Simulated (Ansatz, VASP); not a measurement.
**La3Tl in VASP and in Ansatz**

```
La Tl
1.0
     5.04308    0.00000    0.00000
     0.00000    5.04308    0.00000
     0.00000    0.00000    5.04308
La Tl
3 1
Direct
  0.00000 0.50000 0.50000
  0.50000 0.00000 0.50000
  0.50000 0.50000 0.00000
  0.00000 0.00000 0.00000
```

Change from the starting cell: volume scaled by 0.99, crystal datasets.

Alike in both runs: task electric field gradients; functional LDA; k mesh 8 × 8 × 8; occupations fermi-dirac, width 0.08 eV; no spin polarisation.

```csv
,VASP,Ansatz
version,VASP 6.6.1,Ansatz 0.2.0
potentials or method,"VASP PAW LDA potentials, release 64 (La, Tl_d), cutoff 520 eV","all-electron PAW with datasets made for the crystal, scalar-relativistic"
```

```tsv
	VASP	Ansatz	Ansatz less VASP
pressure (GPa)	-3.3	-3.3	+0.05
size of Vzz on the site where it differs most (V/Å²)	131.0	123.5	-7.52
```

LDA's correlation is that of Perdew and Zunger in VASP and of Perdew and Wang (1992) in Ansatz. Ansatz ran all-electron here, and VASP with PAW potentials.

Neither program's run includes spin-orbit coupling.
